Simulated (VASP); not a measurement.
**Se: single point with LDA**

The system is Se.

```
Se
1.0
    -1.68641    1.68641    1.70345
     1.68641   -1.68641    1.70345
     1.68641    1.68641   -1.70345
Se
1
Direct
  0.00000 0.00000 0.00000
```

This cell differs from its parent crystal: strain -0.0100 x Voigt [1, 1, 0, 0, 0, 0].

* Program: VASP 6.6.1
* Task: single point
* Functional: LDA
* Potentials or basis: VASP PAW LDA potentials, release 64 (Se)
* Cutoff: 520 eV
* k mesh: 20 × 20 × 20
* Occupations: gaussian, width 0.15 eV
* Spin: no spin polarisation

* Pressure: -1.8 GPa
* Band gap on the k mesh: zero (bands 3 and 4 overlap by 7.14 eV)

Stress tensor (GPa, compression positive):
```
-1.51  0.00  0.00
 0.00 -1.51  0.00
 0.00  0.00 -2.33
```

Levels at points of the mesh, in eV from the Fermi level:
```csv
k point,band 1,band 2,band 3,band 4,band 5,band 6
"(0.00, 0.00, 0.00)",-16.53,3.19,3.21,3.21,11.69,12.51
"(0.50, 0.00, 0.00)",-12.84,-7.01,0.10,2.30,6.99,8.39
"(0.50, 0.50, 0.00)",-12.80,-6.99,0.01,2.18,6.86,8.21
"(0.50, 0.50, 0.50)",-10.25,-3.49,-3.32,-3.32,3.83,3.92
```

It took 24 s on 1 thread of Intel(R) Xeon(R) 6975P-C (Granite Rapids), on a shared host, peak memory 0.21 GiB.

Caveat: the cell differs from its parent crystal (strain -0.0100 x Voigt [1, 1, 0, 0, 0, 0]).
